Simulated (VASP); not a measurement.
# CdTe in VASP: a series of runs

CdTe is run at these levels: r2SCAN; tasks: single point.

All numbers are computed with VASP 6.6.1; they aren't measurements. Logs are shortened: lines on timing, memory, paths and dates and some standing lists are left out, and cuts for length are marked.

### Step 1. The cell of the first run

Symmetry: F-43m, No. 216, cubic system. The conventional cell has a = 6.570 Å, b = 6.570 Å, c = 6.570 Å, α = 90.00°, β = 90.00°, γ = 90.00°. Within 3.7 Å of Cd (site symmetry -43m) lie 4 Te at 2.85 Å. Within 3.7 Å of Te (site symmetry -43m) lie 4 Cd at 2.85 Å.

### Step 2. Single point, r2SCAN (strain +0.025 along x and y, +0.025 along z)

POSCAR

```
CdTe
1.0
    0.0000000000      3.2851250000      3.2851250000
    3.2851250000      0.0000000000      3.2851250000
    3.2851250000      3.2851250000      0.0000000000
Cd Te
1 1
Direct
    0.0000000000      0.0000000000      0.0000000000
    0.7500000000      0.7500000000      0.7500000000
```

INCAR.step1

```
ALGO     = Normal         # electronic algorithm
EDIFF    = 1E-4           # SCF threshold, eV
ENCUT    = 520            # plane-wave cutoff, eV
GGA      = PE             # functional
ISMEAR   = 0              # smearing method
LASPH    = True           # aspherical terms in the spheres
LCHARG   = False          # write CHGCAR
LREAL    = False          # projectors in reciprocal space
LWAVE    = True           # write WAVECAR
NBANDS   = 16             # bands
NELM     = 80             # most SCF steps
PREC     = Accurate       # precision mode
SIGMA    = 0.05           # smearing width, eV
```

INCAR.step2

```
ALGO     = Normal         # electronic algorithm
EDIFF    = 1E-7           # SCF threshold, eV
ENCUT    = 520            # plane-wave cutoff, eV
ISIF     = 2              # what is computed and relaxed
ISMEAR   = 0              # smearing method
ISTART   = 1            
LASPH    = True           # aspherical terms in the spheres
LCHARG   = False          # write CHGCAR
LMIXTAU  = True         
LREAL    = False          # projectors in reciprocal space
LWAVE    = False          # write WAVECAR
METAGGA  = R2SCAN         # meta-GGA
NBANDS   = 16             # bands
NELM     = 80             # most SCF steps
PREC     = Accurate       # precision mode
SIGMA    = 0.05           # smearing width, eV
```

KPOINTS

```
k-points
0
Gamma
  8 8 8
```

Potentials or basis: VASP PAW PBE potentials, release 64 (Cd, Te).

On the command line:

```bash
$ cat potpaw_PBE.64/Cd/POTCAR potpaw_PBE.64/Te/POTCAR > POTCAR
$ cp INCAR.step1 INCAR
$ mpirun -np 1 vasp_std > vasp.out
$ cp INCAR.step2 INCAR
$ mpirun -np 1 vasp_std > vasp.out
```

OUTCAR:

```text
EDIFF = 1E-7
   ENCUT = 520
   ISIF = 2
   ISMEAR = 0
   ISTART = 1
   LASPH = True
   LREAL = False
   METAGGA = R2SCAN
   NELM = 80
   PREC = Accurate

 ion  position               nearest neighbor table
   1  0.000  0.000  0.000-   2 2.85   2 2.85   2 2.85   2 2.85
   2  0.750  0.750  0.750-   1 2.85   1 2.85   1 2.85   1 2.85

  LATTYP: Found a face centered cubic cell.
 ALAT       =     6.5702500000

  Lattice vectors:

 A1 = (   0.0000000000,   3.2851250000,   3.2851250000)
 A2 = (   3.2851250000,   0.0000000000,   3.2851250000)
 A3 = (   3.2851250000,   3.2851250000,   0.0000000000)

Analysis of symmetry for initial positions (statically):
=====================================================================
 Subroutine PRICEL returns:
 Original cell was already a primitive cell.

 Routine SETGRP: Setting up the symmetry group for a
 face centered cubic supercell.

 Subroutine GETGRP returns: Found 24 space group operations
 (whereof 24 operations were pure point group operations)
 out of a pool of 48 trial point group operations.

The static configuration has the point symmetry T_d .

Analysis of symmetry for dynamics (positions and initial velocities):
=====================================================================
 Subroutine PRICEL returns:
 Original cell was already a primitive cell.

 Routine SETGRP: Setting up the symmetry group for a
 face centered cubic supercell.

 Subroutine GETGRP returns: Found 24 space group operations
 (whereof 24 operations were pure point group operations)
 out of a pool of 48 trial point group operations.

The dynamic configuration has the point symmetry T_d .

 Subroutine INISYM returns: Found 24 space group operations
 (whereof 24 operations are pure point group operations),
 and found     1 'primitive' translations

----------------------------------------------------------------------------------------

                                     Primitive cell

  volume of cell :      70.9064

  direct lattice vectors                    reciprocal lattice vectors
     0.000000000  3.285125000  3.285125000    -0.152201210  0.152201210  0.152201210
     3.285125000  0.000000000  3.285125000     0.152201210 -0.152201210  0.152201210
     3.285125000  3.285125000  0.000000000     0.152201210  0.152201210 -0.152201210

[... 74 lines left out ...]
   PREC   = accura    normal or accurate (medium, high low for compatibility)
   ISTART =      1    job   : 0-new  1-cont  2-samecut
   ICHARG =      0    charge: 1-file 2-atom 10-const
   ISPIN  =      1    spin polarized calculation?
   LNONCOLLINEAR =      F non collinear calculations
   LSORBIT =      F    spin-orbit coupling
   LASPH  =      T    aspherical Exc in radial PAW
   ENCUT  =  520.0 eV  38.22 Ry    6.18 a.u.   8.64  8.64  8.64*2*pi/ulx,y,z
   NELM   =     80;   NELMIN=  2; NELMDL=  0     # of ELM steps
   EDIFF  = 0.1E-06   stopping-criterion for ELM
   LREAL  =      F    real-space projection
   EDIFFG = 0.1E-05   stopping-criterion for IOM
   NSW    =      0    number of steps for IOM
   IBRION =     -1    ionic relax: 0-MD 1-quasi-New 2-CG
   NFREE  =      0    steps in history (QN), initial steepest desc. (CG)
   ISIF   =      2    stress and relaxation
   ISYM   =      2    0-nonsym 1-usesym 2-fastsym
   POTIM  = 0.5000    time-step for ionic-motion
   TEBEG  =    0.0;   TEEND  =   0.0 temperature during run
   PSTRESS=    0.0 pullay stress
   NELECT =      18.0000    total number of electrons
   NUPDOWN=      -1.0000    fix difference up-down
   EMIN   =  10.00;   EMAX   =-10.00  energy-range for DOS
   EFERMI =   0.00;   METHOD = LEGACY
   ISMEAR =     0;   SIGMA  =   0.05  broadening in eV -4-tet -1-fermi 0-gaus
   EFERMI_NEDOS =   21; number of points for ismear=-14 and -15
   IALGO  =     38    algorithm
   IMIX   =      4    mixing-type and parameters
     AMIX     =   0.40;   BMIX     =  1.00
     AMIX_MAG =   1.60;   BMIX_MAG =  1.00
  volume/ion in A,a.u.               =      35.45       239.25
  Fermi-wavevector in a.u.,A,eV,Ry     =   1.036582  1.958856 14.619498  1.074503
  Thomas-Fermi vector in A             =   2.170980
   LORBIT       =      0    0 simple, 1 ext, 2 COOP (PROOUT), +10 PAW based schemes
   METAGGA = R2SCAN    functional components
   LHFCALC =     F    Hartree Fock is set to
   AEXX    =    0.0000 exact exchange contribution
   IVDW    =     0    specifies the selected vdW correction
   LEPSILON=     F    determine dielectric tensor
   LRPA    =     F    only Hartree local field effects (RPA)
 non-spin polarized calculation
 Gauss-broadening in eV      SIGMA  =   0.05
  energy-cutoff  :      520.00
  volume of cell :       70.91
 maximum number of plane-waves:      1926
   NGX = 17   NGY = 17   NGZ = 17

 number of electron      18.0000006 magnetization

 Free energy of the ion-electron system (eV)
  ---------------------------------------------------
  ext. energy  EPLUGINS =         0.00000000
  ---------------------------------------------------
  free energy    TOTEN  =       -46.64519029 eV

  energy without entropy =      -46.64519029  energy(sigma->0) =      -46.64519029

 E-fermi :   1.9609     XC(G=0):  -8.9146

 val. band max:        1.7339933976   @ k =   0.0000   0.0000   0.0000
 cond. band min:       2.8727793745   @ k =   0.0000   0.0000   0.0000
 fundamental gap:      1.1387859769
 Fermi energy:         1.9608606382

 k-point     1 :       0.0000    0.0000    0.0000
  band No.  band energies     occupation
      1      -9.5578      2.00000
      2      -6.6955      2.00000
      3      -6.6955      2.00000
      4      -6.6955      2.00000
      5      -6.4424      2.00000
      6      -6.4424      2.00000
[... 433 lines left out ...]
      3      -6.5997      2.00000
      4      -6.4559      2.00000
      5      -6.4368      2.00000
      6      -6.0096      2.00000
[... 8 lines left out ...]
     15      12.2878      0.00000
     16      12.8488      0.00000

 [... further k-points ...]
[... 5 lines left out ...]
  --------------------------------------------------------------------------------------
  -------------------------------------------------------------------------------------
  Total       -0.0581500     -0.0581500     -0.0581500      0.0000000      0.0000000     -0.0000000
  in kB       -1.3139363     -1.3139363     -1.3139363      0.0000000      0.0000000     -0.0000000
  external PRESSURE =      -1.3139363 kB  Pullay stress =       0.0000000 kB

 VOLUME and BASIS-vectors are now :
 -----------------------------------------------------------------------------
  energy-cutoff  :      520.00
  volume of cell :       70.91
      direct lattice vectors                 reciprocal lattice vectors
     0.000000000  3.285125000  3.285125000    -0.152201210  0.152201210  0.152201210
     3.285125000  0.000000000  3.285125000     0.152201210 -0.152201210  0.152201210
     3.285125000  3.285125000  0.000000000     0.152201210  0.152201210 -0.152201210

 POSITION                                       TOTAL-FORCE (eV/Angst)
 -----------------------------------------------------------------------------------
      0.00000      0.00000      0.00000        -0.000000     -0.000000     -0.000000
      4.92769      4.92769      4.92769         0.000000      0.000000      0.000000
 -----------------------------------------------------------------------------------
    total drift:                                0.000001      0.000001      0.000001

  FREE ENERGIE OF THE ION-ELECTRON SYSTEM (eV)
  ---------------------------------------------------
  free  energy   TOTEN  =       -46.6451902862 eV

  energy  without entropy=      -46.6451902862  energy(sigma->0) =      -46.64519029
```

Run time: 58 s. Hardware: 1 thread of Intel Xeon 6975P-C (Granite Rapids), shared host; peak memory 0.22 GiB.

Results:

```
Free energy            : -46.6452 eV
Pressure               : -0.1 GPa
Band gap on the k mesh : 1.14 eV, direct
```

Levels at points of the mesh, in eV from the valence-band top:
```tsv
k point	band 5	band 6	band 7	band 8	band 9	band 10	band 11	band 12	band 13	band 14
(0.00, 0.00, 0.00)	-8.18	-8.18	0.00	0.00	0.00	1.14	5.06	5.06	5.06	7.86
(0.50, 0.00, 0.00)	-8.17	-7.83	-4.26	-0.73	-0.73	2.19	5.60	5.60	7.37	9.07
(0.50, 0.50, 0.00)	-8.15	-7.70	-4.15	-1.77	-1.77	2.97	2.99	9.22	9.60	9.60
```

Caveat: the cell differs from its parent crystal (strain +0.025 along x and y, +0.025 along z); the PAW data sets were made with another functional, which shifts forces and pressure a little; spin-orbit coupling is left out, which moves the levels of the heavy elements.

### Step 3. Single point, r2SCAN (strain +0.050 along x and y, +0.050 along z)

POSCAR

```
CdTe
1.0
    0.0000000000      3.3652500000      3.3652500000
    3.3652500000      0.0000000000      3.3652500000
    3.3652500000      3.3652500000      0.0000000000
Cd Te
1 1
Direct
    0.0000000000      0.0000000000      0.0000000000
    0.7500000000      0.7500000000      0.7500000000
```

INCAR.step1

```
SYSTEM = CdTe
PREC = Accurate ; ENCUT = 520
ISMEAR = 0 ; SIGMA = 0.05
LREAL = .False. ; LASPH = .True.
NELM = 80 ; NBANDS = 16
GGA = PE ; ALGO = Normal
EDIFF = 1E-4 ; LWAVE = .True.
LCHARG = .False.
```

INCAR.step2

```
SYSTEM = CdTe
PREC = Accurate ; ENCUT = 520
EDIFF = 1E-6 ; ISMEAR = 0
SIGMA = 0.05 ; LREAL = .False.
LASPH = .True. ; NELM = 80
ALGO = Normal ; ISIF = 2
LWAVE = .False. ; LCHARG = .False.
METAGGA = R2SCAN ; LMIXTAU = .True.
NBANDS = 16 ; ISTART = 1
```

KPOINTS

```
regular mesh
0
Gamma
  8 8 8
  0 0 0
```

Potentials or basis: VASP PAW PBE potentials, release 64 (Cd, Te).

On the command line:

```bash
$ cat potpaw_PBE.64/Cd/POTCAR potpaw_PBE.64/Te/POTCAR > POTCAR
$ cp INCAR.step1 INCAR
$ mpirun -np 1 vasp_std > vasp.out
$ cp INCAR.step2 INCAR
$ mpirun -np 1 vasp_std > vasp.out
```

Run time: 48 s. Hardware: 1 thread of Intel Xeon 6975P-C (Granite Rapids), shared host; peak memory 0.23 GiB.

Results (log left out):

```
Free energy            : -46.5980 eV
Pressure               : -2.5 GPa
Band gap on the k mesh : 0.91 eV, direct
```

Levels at points of the mesh, in eV from the valence-band top:
```
           k point  band 5  band 6  band 7  band 8  band 9  band 10  band 11  band 12  band 13  band 14
(0.00, 0.00, 0.00)   -8.04   -8.04    0.00    0.00    0.00     0.91     5.09     5.09     5.09     7.71
(0.50, 0.00, 0.00)   -8.03   -7.75   -3.87   -0.63   -0.63     2.09     5.62     5.62     7.24     8.80
(0.50, 0.50, 0.00)   -8.02   -7.63   -3.82   -1.55   -1.55     2.96     3.10     8.82     9.22     9.22
```

Caveat: the cell differs from its parent crystal (strain +0.050 along x and y, +0.050 along z); the PAW data sets were made with another functional, which shifts forces and pressure a little; spin-orbit coupling is left out, which moves the levels of the heavy elements.

### Step 4. Single point, r2SCAN (strain -0.050 along x and y, -0.025 along z)

POSCAR

```
CdTe
1.0
    0.0000000000      3.0447500000      3.1248750000
    3.0447500000      0.0000000000      3.1248750000
    3.0447500000      3.0447500000      0.0000000000
Cd Te
1 1
Direct
    0.0000000000      0.0000000000      0.0000000000
    0.7500000000      0.7500000000      0.7500000000
```

INCAR.step1

```
PREC = Accurate
ENCUT = 520
ISMEAR = 0
SIGMA = 0.05
LREAL = F
LASPH = T
NELM = 80
NBANDS = 16
GGA = PE
ALGO = Normal
EDIFF = 1E-4
LWAVE = T
LCHARG = F
```

INCAR.step2

```
PREC = Accurate
ENCUT = 520
EDIFF = 1E-6
ISMEAR = 0
SIGMA = 0.05
LREAL = F
LASPH = T
NELM = 80
ALGO = Normal
ISIF = 2
LWAVE = F
LCHARG = T
METAGGA = R2SCAN
LMIXTAU = T
LELF = T
LVHAR = T
NBANDS = 16
ISTART = 1
```

KPOINTS

```
regular mesh
0
Gamma
  8 8 8
```

On the command line:

```bash
$ cat potpaw_PBE.64/Cd/POTCAR potpaw_PBE.64/Te/POTCAR > POTCAR
$ cp INCAR.step1 INCAR
$ mpirun -np 1 vasp_std > vasp.out
$ cp INCAR.step2 INCAR
$ mpirun -np 1 vasp_std > vasp.out
```

Wall time 53 s (1 thread of Intel Xeon 6975P-C (Granite Rapids), shared host); peak memory 0.22 GiB.

Results (log left out):

```
Free energy            : -46.2252 eV
Pressure               : 12.7 GPa
Band gap on the k mesh : 1.78 eV, direct
```

Stress tensor (GPa, compression positive):
```
12.76  0.00  0.00
 0.00 12.76  0.00
 0.00  0.00 12.59
```

Levels at points of the mesh, in eV from the valence-band top:
```csv
k point,band 6,band 7,band 8,band 9,band 10,band 11,band 12,band 13
"(0.00, 0.00, 0.00)",-8.87,-0.11,0.00,0.00,1.78,4.81,4.81,4.81
"(0.50, 0.00, 0.00)",-8.35,-5.62,-1.19,-1.03,2.35,5.33,5.51,7.40
"(0.50, 0.50, 0.00)",-8.18,-5.40,-2.50,-2.50,2.54,2.97,10.33,10.64
"(0.50, 0.00, 0.50)",-8.11,-5.24,-2.67,-2.61,2.39,2.74,10.48,10.55
```

Caveat: the cell differs from its parent crystal (strain -0.050 along x and y, -0.025 along z); the PAW data sets were made with another functional, which shifts forces and pressure a little; spin-orbit coupling is left out, which moves the levels of the heavy elements.

### Step 5. Single point, r2SCAN (strain -0.050 along x and y, +0.000 along z)

POSCAR

```
CdTe
1.0
    0.0000000000      3.0447500000      3.2050000000
    3.0447500000      0.0000000000      3.2050000000
    3.0447500000      3.0447500000      0.0000000000
Cd Te
1 1
Direct
    0.0000000000      0.0000000000      0.0000000000
    0.7500000000      0.7500000000      0.7500000000
```

INCAR.step1

```
ALGO = Normal ; EDIFF = 1E-4
ENCUT = 520 ; GGA = PE
ISMEAR = 0 ; LASPH = True
LCHARG = False ; LREAL = False
LWAVE = True ; NBANDS = 16
NELM = 100 ; PREC = Accurate
SIGMA = 0.05
```

INCAR.step2

```
ALGO = Normal ; EDIFF = 1E-6
ENCUT = 520 ; ISIF = 2
ISMEAR = 0 ; ISTART = 1
LASPH = True ; LCHARG = False
LMIXTAU = True ; LREAL = False
LWAVE = False ; METAGGA = R2SCAN
NBANDS = 16 ; NELM = 100
PREC = Accurate ; SIGMA = 0.05
```

KPOINTS

```
k-points
0
Gamma
  8 8 8
```

On the command line:

```bash
$ cat potpaw_PBE.64/Cd/POTCAR potpaw_PBE.64/Te/POTCAR > POTCAR
$ cp INCAR.step1 INCAR
$ mpirun -np 1 vasp_std > vasp.out
$ cp INCAR.step2 INCAR
$ mpirun -np 1 vasp_std > vasp.out
```

It took 72 s on 1 thread of Intel Xeon 6975P-C (Granite Rapids), shared host; peak memory 0.24 GiB.

Results (log left out):

```yaml
Free_energy: -46.3299 eV
Pressure: 10.4 GPa
Band_gap_on_the_k_mesh: 1.65 eV, direct
```

Stress tensor (GPa, compression positive):
```
10.57  0.00  0.00
 0.00 10.57  0.00
 0.00  0.00 10.03
```

Levels at points of the mesh, in eV from the valence-band top:
```
           k point  band 6  band 7  band 8  band 9  band 10  band 11  band 12  band 13
(0.00, 0.00, 0.00)   -8.79   -0.22    0.00    0.00     1.65     4.83     4.83     4.83
(0.50, 0.00, 0.00)   -8.30   -5.46   -1.25   -0.93     2.26     5.28     5.60     7.40
(0.50, 0.50, 0.00)   -8.18   -5.37   -2.33   -2.33     2.67     3.11     9.96    10.48
(0.50, 0.00, 0.50)   -8.06   -5.06   -2.65   -2.54     2.39     2.68    10.13    10.37
```

Caveat: the cell differs from its parent crystal (strain -0.050 along x and y, +0.000 along z); the PAW data sets were made with another functional, which shifts forces and pressure a little; spin-orbit coupling is left out, which moves the levels of the heavy elements.

### Step 6. Overview

| cell | gap on the mesh (eV) | pressure (GPa) |
| --- | --- | --- |
| a = 4.646 Å, angles 60.0°, 2 atoms | 1.14 | -0.1 |
| a = 4.759 Å, angles 60.0°, 2 atoms | 0.91 | -2.5 |
| a = 4.363, b = 4.363, c = 4.306 Å, angles 60.4, 60.4, 59.1°, 2 atoms | 1.78 | 12.7 |
| a = 4.421, b = 4.421, c = 4.306 Å, angles 60.9, 60.9, 58.3°, 2 atoms | 1.65 | 10.4 |

Alike in all rows: task single point; level r2SCAN; potentials or basis VASP PAW PBE potentials, release 64 (Cd, Te); no spin polarisation; k mesh 8 × 8 × 8; cutoff (eV) 520; smearing gaussian 0.05 eV.

Caveats: the PAW data sets were made with another functional, which shifts forces and pressure a little; spin-orbit coupling is left out, which moves the levels of the heavy elements.

Total energies depend on the potentials used, so only differences within one code and one set of settings carry meaning.
